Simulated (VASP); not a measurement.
Runs of VASP 6.6.1 on BaTiO3. The structure is that of space group Pm-3m (No. 221), or close to it. The cells are those of the table. 

```tsv
cell	gap on the mesh (eV)	pressure (GPa)	largest force (eV/Å)
a = 3.764 Å, 5 atoms	3.08	(a)	-
a = 3.860 Å, 5 atoms	2.95	30.7	(b)
a = 4.001, b = 4.001, c = 4.070 Å, 5 atoms	2.69	2.8	0.56
a = 3.997, b = 3.997, c = 4.045 Å, 5 atoms	2.70	3.8	0.49
a = 3.653 Å, 5 atoms	3.08	99.8	-
```

Alike in all rows: task single point; level r2SCAN+U; potentials or basis VASP PAW PBE potentials, release 64 (Ba_sv, Ti_sv, O); no spin polarisation; Ti d U = 4.0 eV; k mesh 6 × 6 × 6; cutoff (eV) 520; smearing gaussian 0.02 eV.

Task: Fill in the values left out.

Result: (a) 57.3; (b) 0.01.

Caveats: the PAW data sets were made with another functional, which shifts forces and pressure a little; spin-orbit coupling is left out, which moves the levels of the heavy elements.

A k mesh can miss the band edges, and the runs leave out spin-orbit coupling on Ba.
